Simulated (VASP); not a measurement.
GaN (rocksalt type), 2 atoms in the cell. Symmetry: Fm-3m, No. 225, cubic system. The conventional cell has a = 4.217 Å, b = 4.217 Å, c = 4.217 Å, α = 90.00°, β = 90.00°, γ = 90.00°. Within 2.8 Å of Ga (site symmetry m-3m) lie 6 N at 2.11 Å. N (site symmetry m-3m) has 6 Ga at 2.11 Å within 2.8 Å. 

```yaml
Program: VASP 6.6.1
Task: single point
Functional: r2SCAN
Potentials_or_basis: VASP PAW PBE potentials, release 64 (Ga_d, N)
Cutoff: 520 eV
k_mesh: 15 × 15 × 15
Occupations: fermi-dirac, width 0.1 eV
Spin: no spin polarisation
Dipole_correction: no
Further_INCAR_settings: ALGO = Normal; EDIFF = 1e-06; NBANDS = 16
```

Potentials or basis: VASP PAW PBE potentials, release 64 (Ga_d, N).

Command:

```console
$ cat potpaw_PBE.64/Ga_d/POTCAR potpaw_PBE.64/N/POTCAR > POTCAR
$ cp INCAR.step1 INCAR
$ mpirun -np 1 vasp_std > vasp.out
$ cp INCAR.step2 INCAR
$ mpirun -np 1 vasp_std > vasp.out
```

Hardware: 1 thread of Intel Xeon 8259CL, on a shared host.

**Question.** Estimate the wall time of this run.

**Answer.** Wall time 2.9 min on 1 thread of Intel Xeon 8259CL (shared host), peak memory 0.17 GiB. Counts: k points 120.
